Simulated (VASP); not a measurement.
Runs of VASP 6.6.1 on GaSb3. The structure is that of space group P-6m2 (No. 187), or close to it. The cells are those of the table. The cell was built from a structure type or drawn by symmetry, and may not be a known phase.

| task | cell | k mesh | cutoff (eV) | gap on the mesh (eV) | pressure (GPa) | relaxed volume (Å³/atom) |
| --- | --- | --- | --- | --- | --- | --- |
| single point | a = 4.755, b = 4.755, c = 5.490 Å, angles 90.0, 90.0, 120.0°, 4 atoms | 6 × 6 × 4 | 520 | none | 8.0 | - |
| relaxation of cell and atoms | relaxed from a = 4.755, b = 4.755, c = 5.490 Å, angles 90.0, 90.0, 120.0°, 4 atoms | 6 × 6 × 4 | 600 | none | 0.0 | 30.64 |
| single point | a = 5.021, b = 5.021, c = 5.658 Å, angles 90.0, 90.0, 120.0°, 4 atoms | 12 × 12 × 8 | 520 | none | 0.0 | - |
| relaxation of cell and atoms | relaxed from a = 5.016, b = 5.016, c = 5.603 Å, angles 90.0, 90.0, 120.0°, 4 atoms | 12 × 12 × 8 | 600 | none | 0.0 | 30.88 |
| single point | a = 5.016, b = 5.016, c = 5.603 Å, angles 90.0, 90.0, 120.0°, 4 atoms | 6 × 6 × 4 | 520 | none | (a) | - |

Alike in all rows: level PBE; potentials or basis VASP PAW PBE potentials, release 64 (Ga_d, Sb); no spin polarisation; smearing gaussian 0.1 eV.

Fill in the values left out.

(a) 0.2.

Caveats: spin-orbit coupling is left out, which moves the levels of the heavy elements; the cell stands under pressure (at least some runs).

A k mesh can miss the band edges, and the runs leave out spin-orbit coupling on Ga, Sb.

A gap of «none» marks levels without a gap at the run's occupations.
